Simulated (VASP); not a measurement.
Here is a VASP 6.6.1 calculation.

Contents of INCAR:

```
PREC = Accurate
ENCUT = 520
EDIFF = 1E-7
ISMEAR = 0
SIGMA = 0.1
LREAL = False
LASPH = True
NELM = 80
ALGO = Fast
ISIF = 2
LWAVE = False
LCHARG = False
GGA = PS
NBANDS = 11
```

The input KPOINTS:

```
Automatic mesh
0
Gamma
  12 12 12
```

File POSCAR:

```
Ca
1.0
    3.5414048239      0.0000000000      0.0000000000
    0.0000000000      3.5414048239      0.0000000000
    0.0000000000      0.0000000000      3.5414048239
Ca
1
Direct
    0.0000000000      0.0000000000      0.0000000000
```

Potentials or basis: VASP PAW PBE potentials, release 64 (Ca_sv).

Command:

```console
$ cat potpaw_PBE.64/Ca_sv/POTCAR > POTCAR
$ mpirun -np 1 vasp_std > vasp.out
```

(1) Predict the pressure.

(2) Estimate the band gap on the k mesh.

Answers

(1) -0.8 GPa.

(2) zero (bands 5 and 6 overlap by 1.20 eV).

Caveat: the cell differs from its parent crystal (strained); the PAW data sets were made with another functional, which shifts forces and pressure a little.
